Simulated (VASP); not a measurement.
# Sc2BP3 (P-4m2) in VASP: further runs

Sc2BP3 is run at these levels: PBE; tasks: single point.

All numbers are computed with VASP 6.6.1; they aren't measurements. Logs are shortened: lines on timing, memory, paths and dates and some standing lists are left out, and cuts for length are marked.

## Step 1: The cell of the first run

It takes space group P-4m2 (No. 115, tetragonal). Conventional cell: a = 3.237 Å, b = 3.237 Å, c = 8.384 Å, α = 90.00°, β = 90.00°, γ = 90.00°. Within 3.5 Å of Sc (site symmetry 2mm) lie 2 B at 2.66 Å and 7 P at 2.66 to 2.74 Å and 4 Sc at 3.24 Å. B (site symmetry -4m2) has 4 P at 2.29 Å and 4 Sc at 2.66 Å within 3.0 Å. P (site symmetry 2mm) has 8 P at 2.64 to 3.24 Å and 5 Sc at 2.70 to 2.74 Å within 3.5 Å. P (site symmetry -4m2) has 4 B at 2.29 Å and 4 Sc at 2.66 Å within 3.0 Å.

## Step 2: Single point, PBE

File INCAR:

```
PREC = Accurate
ENCUT = 520
EDIFF = 1E-6
ISMEAR = 0
SIGMA = 0.1
LREAL = False
LASPH = True
NELM = 60
ALGO = Normal
ISIF = 2
LWAVE = False
LCHARG = False
GGA = PE
NBANDS = 29
```

File KPOINTS:

```
regular mesh
0
Gamma
  6 6 2
```

File POSCAR:

```
Sc2BP3
1.0
    3.2371204848      0.0000000000      0.0000000000
    0.0000000000      3.2371204848      0.0000000000
    0.0000000000      0.0000000000      8.3844979042
Sc B P
2 1 3
Direct
    0.5000000000      0.0000000000      0.7483491864
    0.0000000000      0.5000000000      0.2516508136
    0.5000000000      0.5000000000      0.0000000000
    0.5000000000      0.0000000000      0.4213191265
    0.0000000000      0.5000000000      0.5786808735
    0.0000000000      0.0000000000      0.0000000000
```

Potentials or basis: VASP PAW PBE potentials, release 64 (Sc_sv, B, P).

The run is started by

```bash
> cat potpaw_PBE.64/Sc_sv/POTCAR potpaw_PBE.64/B/POTCAR potpaw_PBE.64/P/POTCAR > POTCAR
> mpirun -np 1 vasp_std > vasp.out
```

OUTCAR:

```text
PREC = Accurate
   ENCUT = 520
   EDIFF = 1E-6
   ISMEAR = 0
   LREAL = False
   LASPH = True
   NELM = 60
   ISIF = 2
   GGA = PE

 ion  position               nearest neighbor table
   1  0.500  0.000  0.748-   3 2.66   6 2.66   3 2.66   6 2.66   5 2.70   5 2.70   5 2.70   5 2.70
                             4 2.74
   2  0.000  0.500  0.252-   3 2.66   6 2.66   6 2.66   3 2.66   4 2.70   4 2.70   4 2.70   4 2.70
                             5 2.74
   3  0.500  0.500  0.000-   6 2.29   6 2.29   6 2.29   6 2.29   2 2.66   2 2.66   1 2.66   1 2.66

   4  0.500  0.000  0.421-   5 2.64   5 2.64   5 2.64   5 2.64   2 2.70   2 2.70   2 2.70   2 2.70
                             1 2.74
   5  0.000  0.500  0.579-   4 2.64   4 2.64   4 2.64   4 2.64   1 2.70   1 2.70   1 2.70   1 2.70
                             2 2.74
   6  0.000  0.000  0.000-   3 2.29   3 2.29   3 2.29   3 2.29   2 2.66   1 2.66   1 2.66   2 2.66

  LATTYP: Found a simple tetragonal cell.
 ALAT       =     3.2371204848
 C/A-ratio  =     2.5901099275

  Lattice vectors:

 A1 = (   3.2371204848,   0.0000000000,   0.0000000000)
 A2 = (   0.0000000000,   3.2371204848,   0.0000000000)
 A3 = (   0.0000000000,   0.0000000000,   8.3844979042)

Analysis of symmetry for initial positions (statically):
=====================================================================
 Subroutine PRICEL returns:
 Original cell was already a primitive cell.

 Routine SETGRP: Setting up the symmetry group for a
 simple tetragonal supercell.

 Subroutine GETGRP returns: Found  8 space group operations
 (whereof  8 operations were pure point group operations)
 out of a pool of 16 trial point group operations.

The static configuration has the point symmetry D_2d.

Analysis of symmetry for dynamics (positions and initial velocities):
=====================================================================
 Subroutine PRICEL returns:
 Original cell was already a primitive cell.

 Routine SETGRP: Setting up the symmetry group for a
 simple tetragonal supercell.

 Subroutine GETGRP returns: Found  8 space group operations
 (whereof  8 operations were pure point group operations)
 out of a pool of 16 trial point group operations.

The dynamic configuration has the point symmetry D_2d.

 Subroutine INISYM returns: Found  8 space group operations
 (whereof  8 operations are pure point group operations),
 and found     1 'primitive' translations

----------------------------------------------------------------------------------------

                                     Primitive cell

  volume of cell :      87.8607

  direct lattice vectors                    reciprocal lattice vectors
     3.237120485  0.000000000  0.000000000     0.308916522  0.000000000  0.000000000
     0.000000000  3.237120485  0.000000000     0.000000000  0.308916522  0.000000000
     0.000000000  0.000000000  8.384497904     0.000000000  0.000000000  0.119267726

  length of vectors
     3.237120485  3.237120485  8.384497904     0.308916522  0.308916522  0.119267726

  position of ions in fractional coordinates (direct lattice)
     0.500000000  0.000000000  0.748349186
     0.000000000  0.500000000  0.251650814
     0.500000000  0.500000000  0.000000000
     0.500000000  0.000000000  0.421319127
     0.000000000  0.500000000  0.578680873
     0.000000000  0.000000000  0.000000000

  ion indices of the primitive-cell ions
   primitive index   ion index
                 1           1
                 2           2
                 3           3
                 4           4
                 5           5
                 6           6

----------------------------------------------------------------------------------------

 KPOINTS: regular mesh

Automatic generation of k-mesh.
 Grid dimensions read from file:
 generate k-points for:    6    6    2

 Generating k-lattice:

  Cartesian coordinates                     Fractional coordinates (reciprocal lattice)
     0.051486087  0.000000000  0.000000000     0.166666667  0.000000000  0.000000000
     0.000000000  0.051486087  0.000000000     0.000000000  0.166666667  0.000000000
     0.000000000  0.000000000  0.059633863     0.000000000  0.000000000  0.500000000

  Length of vectors
     0.051486087  0.051486087  0.059633863

  Shift w.r.t. Gamma in fractional coordinates (k-lattice)
     0.000000000  0.000000000  0.000000000

 Subroutine IBZKPT returns following result:
 ===========================================

 Found     20 irreducible k-points:

 Following reciprocal coordinates:
            Coordinates               Weight
  0.000000  0.000000  0.000000      1.000000
  0.166667  0.000000  0.000000      4.000000
  0.333333  0.000000  0.000000      4.000000
  0.500000  0.000000  0.000000      2.000000
  0.166667  0.166667  0.000000      4.000000
  0.333333  0.166667  0.000000      8.000000
[... 12 lines left out ...]
  0.500000  0.333333  0.500000      4.000000
  0.500000  0.500000  0.500000      1.000000
   k-points           NKPTS =     20   k-points in BZ     NKDIM =     20   number of bands    NBANDS=     29
   number of dos      NEDOS =    301   number of ions     NIONS =      6
   total plane-waves  NPLWV =  36864
   dimension x,y,z NGX =    24 NGY =   24 NGZ =   64
   dimension x,y,z NGXF=    48 NGYF=   48 NGZF=  128
   ions per type =               2   1   3
   NGX,Y,Z   is equivalent  to a cutoff of  12.33, 12.33, 12.69 a.u.
   NGXF,Y,Z  is equivalent  to a cutoff of  24.65, 24.65, 25.38 a.u.
 SYSTEM =  unknown system
   PREC   = accura    normal or accurate (medium, high low for compatibility)
   ISTART =      0    job   : 0-new  1-cont  2-samecut
   ICHARG =      2    charge: 1-file 2-atom 10-const
   ISPIN  =      1    spin polarized calculation?
   LNONCOLLINEAR =      F non collinear calculations
   LSORBIT =      F    spin-orbit coupling
   LASPH  =      T    aspherical Exc in radial PAW
   ENCUT  =  520.0 eV  38.22 Ry    6.18 a.u.   6.02  6.02 15.59*2*pi/ulx,y,z
   NELM   =     60;   NELMIN=  2; NELMDL= -5     # of ELM steps
   EDIFF  = 0.1E-05   stopping-criterion for ELM
   LREAL  =      F    real-space projection
   EDIFFG = 0.1E-04   stopping-criterion for IOM
   NSW    =      0    number of steps for IOM
   IBRION =     -1    ionic relax: 0-MD 1-quasi-New 2-CG
   NFREE  =      0    steps in history (QN), initial steepest desc. (CG)
   ISIF   =      2    stress and relaxation
   ISYM   =      2    0-nonsym 1-usesym 2-fastsym
   POTIM  = 0.5000    time-step for ionic-motion
   TEBEG  =    0.0;   TEEND  =   0.0 temperature during run
   PSTRESS=    0.0 pullay stress
   NELECT =      40.0000    total number of electrons
   NUPDOWN=      -1.0000    fix difference up-down
   EMIN   =  10.00;   EMAX   =-10.00  energy-range for DOS
   EFERMI =   0.00;   METHOD = LEGACY
   ISMEAR =     0;   SIGMA  =   0.10  broadening in eV -4-tet -1-fermi 0-gaus
   EFERMI_NEDOS =   21; number of points for ismear=-14 and -15
   IALGO  =     38    algorithm
   IMIX   =      4    mixing-type and parameters
     AMIX     =   0.40;   BMIX     =  1.00
     AMIX_MAG =   1.60;   BMIX_MAG =  1.00
  volume/ion in A,a.u.               =      14.64        98.82
  Fermi-wavevector in a.u.,A,eV,Ry     =   1.259399  2.379918 21.579997  1.586085
  Thomas-Fermi vector in A             =   2.392960
   LORBIT       =      0    0 simple, 1 ext, 2 COOP (PROOUT), +10 PAW based schemes
   GGA     = PE    functional components
   LHFCALC =     F    Hartree Fock is set to
   AEXX    =    0.0000 exact exchange contribution
   IVDW    =     0    specifies the selected vdW correction
   LEPSILON=     F    determine dielectric tensor
   LRPA    =     F    only Hartree local field effects (RPA)
 non-spin polarized calculation
 Gauss-broadening in eV      SIGMA  =   0.10
  energy-cutoff  :      520.00
  volume of cell :       87.86
 maximum number of plane-waves:      2408
   NGX = 13   NGY = 13   NGZ = 31

 number of electron      40.0000001 magnetization

 Free energy of the ion-electron system (eV)
  ---------------------------------------------------
  ext. energy  EPLUGINS =         0.00000000
  ---------------------------------------------------
  free energy    TOTEN  =       -38.06547830 eV

  energy without entropy =      -38.04468864  energy(sigma->0) =      -38.05508347

 E-fermi :   7.0480     XC(G=0): -11.2959

 val. band max:        7.0244391339   @ k =   0.5000   0.5000   0.0000
 cond. band min:       7.0501638536   @ k =   0.5000   0.0000   0.0000
 fundamental gap:      0.0257247197
 Fermi energy:         7.0479992525

 k-point     1 :       0.0000    0.0000    0.0000
  band No.  band energies     occupation
      1     -41.3761      2.00000
      2     -41.3754      2.00000
      3     -20.1717      2.00000
      4     -20.1341      2.00000
      5     -19.9391      2.00000
      6     -19.9391      2.00000
[... 21 lines left out ...]
     28      11.7670      0.00000
     29      11.7671      0.00000

 k-point     2 :       0.1667    0.0000    0.0000
  band No.  band energies     occupation
      1     -41.3699      2.00000
      2     -41.3693      2.00000
      3     -20.1582      2.00000
      4     -20.1258      2.00000
      5     -20.0095      2.00000
      6     -19.9849      2.00000
[... 21 lines left out ...]
     28      11.7565      0.00000
     29      12.0615      0.00000

 k-point     3 :       0.3333    0.0000    0.0000
  band No.  band energies     occupation
      1     -41.3576      2.00000
      2     -41.3570      2.00000
      3     -20.1480      2.00000
      4     -20.1311      2.00000
      5     -20.1168      2.00000
      6     -20.1099      2.00000
[... 21 lines left out ...]
     28      11.2600      0.00000
     29      11.6429      0.00000

 k-point     4 :       0.5000    0.0000    0.0000
  band No.  band energies     occupation
      1     -41.3514      2.00000
      2     -41.3508      2.00000
      3     -20.2156      2.00000
      4     -20.1839      2.00000
      5     -20.1112      2.00000
      6     -20.1063      2.00000
[... 21 lines left out ...]
     28      10.9577      0.00000
     29      11.4422      0.00000

 k-point     5 :       0.1667    0.1667    0.0000
  band No.  band energies     occupation
      1     -41.3638      2.00000
      2     -41.3632      2.00000
      3     -20.1455      2.00000
      4     -20.1175      2.00000
      5     -20.0035      2.00000
      6     -20.0021      2.00000
[... 21 lines left out ...]
     28      11.7343      0.00000
     29      11.9676      0.00000
[... 382 lines left out ...]
     28      11.6112      0.00000
     29      12.2160      0.00000

 k-point    18 :       0.3333    0.3333    0.5000
  band No.  band energies     occupation
      1     -41.3394      2.00000
      2     -41.3393      2.00000
      3     -20.1193      2.00000
      4     -20.1192      2.00000
      5     -20.0949      2.00000
      6     -20.0902      2.00000
[... 21 lines left out ...]
     28      11.7559      0.00000
     29      12.6391      0.00000

 k-point    19 :       0.5000    0.3333    0.5000
  band No.  band energies     occupation
      1     -41.3334      2.00000
      2     -41.3333      2.00000
      3     -20.1825      2.00000
      4     -20.1506      2.00000
      5     -20.1080      2.00000
      6     -20.0823      2.00000
[... 21 lines left out ...]
     28      11.7995      0.00000
     29      12.5250      0.00000

 k-point    20 :       0.5000    0.5000    0.5000
  band No.  band energies     occupation
      1     -41.3274      2.00000
      2     -41.3274      2.00000
      3     -20.1718      2.00000
      4     -20.1706      2.00000
      5     -20.1398      2.00000
      6     -20.1387      2.00000
[... 21 lines left out ...]
     28      12.0337      0.00000
     29      12.1364      0.00000

------------------------ aborting loop because EDIFF is reached ----------------------------------------

  FORCE on cell =-STRESS in cart. coord.  units (eV):
  Direction    XX          YY          ZZ          XY          YZ          ZX
  --------------------------------------------------------------------------------------
  -------------------------------------------------------------------------------------
  Total        0.0239654      0.0239654      0.1416318      0.0000000      0.0000000      0.0000000
  in kB        0.4370186      0.4370186      2.5827157      0.0000000      0.0000000      0.0000000
  external PRESSURE =       1.1522510 kB  Pullay stress =       0.0000000 kB

 VOLUME and BASIS-vectors are now :
 -----------------------------------------------------------------------------
  energy-cutoff  :      520.00
  volume of cell :       87.86
      direct lattice vectors                 reciprocal lattice vectors
     3.237120485  0.000000000  0.000000000     0.308916522  0.000000000  0.000000000
     0.000000000  3.237120485  0.000000000     0.000000000  0.308916522  0.000000000
     0.000000000  0.000000000  8.384497904     0.000000000  0.000000000  0.119267726

 POSITION                                       TOTAL-FORCE (eV/Angst)
 -----------------------------------------------------------------------------------
      1.61856      0.00000      6.27453        -0.000000     -0.000000      0.001621
      0.00000      1.61856      2.10997        -0.000000     -0.000000     -0.001621
      1.61856      1.61856      0.00000        -0.000000      0.000000      0.000000
      1.61856      0.00000      3.53255         0.000000     -0.000000      0.013737
      0.00000      1.61856      4.85195        -0.000000     -0.000000     -0.013737
      0.00000      0.00000      0.00000        -0.000000     -0.000000      0.000000
 -----------------------------------------------------------------------------------
    total drift:                                0.000000      0.000000      0.000000

  FREE ENERGIE OF THE ION-ELECTRON SYSTEM (eV)
  ---------------------------------------------------
  free  energy   TOTEN  =       -38.0654783009 eV

  energy  without entropy=      -38.0446886386  energy(sigma->0) =      -38.05508347
```

Run time: 22 s. Hardware: 1 thread of Intel Xeon 6975P-C (Granite Rapids), shared host; peak memory 0.2 GiB.

Results:

| Quantity | Value |
| --- | --- |
| Free energy | -38.0655 eV |
| Pressure | 0.1 GPa |
| Largest force | 0.014 eV/Å |
| Band gap on the k mesh | zero (band 20 reaches 7.93 eV, above the bottom of band 21 at 5.89 eV) |

Forces in eV/Å, atoms in the order of the input:
```
Sc   0.000  0.000  0.002
Sc   0.000  0.000 -0.002
B    0.000  0.000  0.000
P    0.000  0.000  0.014
P    0.000  0.000 -0.014
P    0.000  0.000  0.000
```

Levels at points of the mesh, in eV from the Fermi level:
```csv
k point,band 16,band 17,band 18,band 19,band 20,band 21,band 22,band 23,band 24,band 25
"(0.00, 0.00, 0.00)",-1.69,-1.69,-1.28,-0.16,0.05,1.41,1.71,1.83,1.83,3.92
"(0.50, 0.00, 0.00)",-1.17,-0.40,-0.27,0.00,0.04,0.48,0.93,2.64,3.14,3.61
"(0.50, 0.50, 0.00)",-5.09,-2.73,-2.73,-2.05,-1.31,-1.01,-0.02,3.79,3.79,4.17
"(0.00, 0.00, 0.50)",-1.90,-1.90,-1.20,-0.26,-0.23,0.95,2.19,2.19,2.30,3.46
"(0.50, 0.00, 0.50)",-1.72,-0.20,-0.16,-0.07,0.05,0.90,1.26,2.85,2.91,3.04
"(0.50, 0.50, 0.50)",-5.14,-2.42,-2.42,-1.88,-1.18,-1.16,-0.19,2.47,2.47,4.70
```

Caveat: the k points lie up to 0.37 Å⁻¹ apart.

## Step 3: Single point, PBE

This run uses another cell than the first one, of 17.22 Å³/atom, 1.176 times its volume.

File INCAR:

```
PREC = Accurate ; ENCUT = 520
EDIFF = 1E-7 ; ISMEAR = 0
SIGMA = 0.1 ; LREAL = False
LASPH = True ; NELM = 60
ALGO = Normal ; ISIF = 2
LWAVE = False ; LCHARG = True
GGA = PE ; LELF = True
LVHAR = True ; NBANDS = 29
```

KPOINTS is that of step 2.

File POSCAR:

```
Sc2BP3
1.0
    3.6048571100      0.0000000000      0.0000000000
    0.0000000000      3.6048571100      0.0000000000
    0.0000000000      0.0000000000      7.9526584300
Sc B P
2 1 3
Direct
    0.5000000000      0.0000000000      0.7391930200
    0.0000000000      0.5000000000      0.2608069800
    0.5000000000      0.5000000000      0.0000000000
    0.5000000000      0.0000000000      0.3837740100
    0.0000000000      0.5000000000      0.6162259900
    0.0000000000      0.0000000000      0.0000000000
```

Potentials or basis: VASP PAW PBE potentials, release 64 (Sc_sv, B, P).

The run is started by

```bash
> cat potpaw_PBE.64/Sc_sv/POTCAR potpaw_PBE.64/B/POTCAR potpaw_PBE.64/P/POTCAR > POTCAR
> mpirun -np 1 vasp_std > vasp.out
```

Run time: 34 s. Hardware: 1 thread of Intel Xeon 6975P-C (Granite Rapids), shared host; peak memory 0.22 GiB.

The run converged. Its results:

```yaml
Free_energy: -37.1199 eV
Pressure: -9.4 GPa
Largest_force: 0.205 eV/Å
Band_gap_on_the_k_mesh: zero (band 20 reaches 6.38 eV, above the bottom of band 21 at 4.26 eV)
```

Forces in eV/Å, atoms in the order of the input:
```
Sc   0.000  0.000 -0.205
Sc   0.000  0.000  0.205
B    0.000  0.000  0.000
P    0.000  0.000 -0.184
P    0.000  0.000  0.184
P    0.000  0.000  0.000
```

Stress tensor (GPa, compression positive):
```
-11.84   0.00   0.00
  0.00 -11.84   0.00
  0.00   0.00  -4.63
```

Levels at points of the mesh, in eV from the Fermi level:
```csv
k point,band 15,band 16,band 17,band 18,band 19,band 20,band 21,band 22,band 23,band 24
"(0.00, 0.00, 0.00)",-2.08,-2.08,-0.96,-0.96,-0.09,1.19,1.32,1.32,1.46,2.11
"(0.50, 0.00, 0.00)",-1.15,-0.76,-0.61,-0.61,-0.53,-0.01,0.02,0.72,1.79,2.22
"(0.50, 0.50, 0.00)",-3.84,-3.83,-2.03,-1.62,-1.62,-1.12,-0.75,-0.15,4.02,4.02
"(0.00, 0.00, 0.50)",-2.07,-1.24,-0.99,-0.99,-0.16,0.06,1.37,1.37,1.94,2.61
"(0.50, 0.00, 0.50)",-2.63,-1.71,-0.89,-0.68,0.10,0.29,0.44,0.97,2.23,2.51
"(0.50, 0.50, 0.50)",-3.85,-3.85,-1.86,-1.16,-1.16,-0.94,-0.92,-0.37,3.34,3.34
```

Caveat: the k points lie up to 0.40 Å⁻¹ apart.
